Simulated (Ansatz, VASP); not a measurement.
**One calculation of ScCd, two programs**

```
Sc Cd
1.0
     3.34031    0.00000    0.00000
     0.00000    3.34031    0.00000
     0.00000    0.00000    3.34031
Sc Cd
1 1
Direct
  0.50000 0.50000 0.50000
  0.00000 0.00000 0.00000
```

Alike in both runs: functional LDA; k mesh 10 × 10 × 10; occupations fermi-dirac, width 0.05 eV; no spin polarisation.

Ansatz relaxed the structure, and its values are those at the end. VASP's run is a single point on that final structure, the one shown.

|  | VASP | Ansatz |
| --- | --- | --- |
| version | VASP 6.6.1 | Ansatz 0.2.0 |
| potentials or method | VASP PAW LDA potentials, release 64 (Sc_sv, Cd) | PAW with Ansatz's default frozen-core files, scalar-relativistic |
| plane-wave cutoff (eV) | 520 | 420 |
| valence electrons in the cell | 23 | 31 |

Ansatz gave:

| Quantity | Value |
| --- | --- |
| pressure (GPa) | 8.8 |

Task: Which values does VASP return?

Result: Pressure (GPa): 9.4.

LDA's correlation is that of Perdew and Zunger in VASP and of Perdew and Wang (1992) in Ansatz. VASP's potentials hold 23 valence electrons a cell and Ansatz's 31, so a difference there can come from the potentials and not from the codes. Ansatz's warnings: stress scf threshold loose.
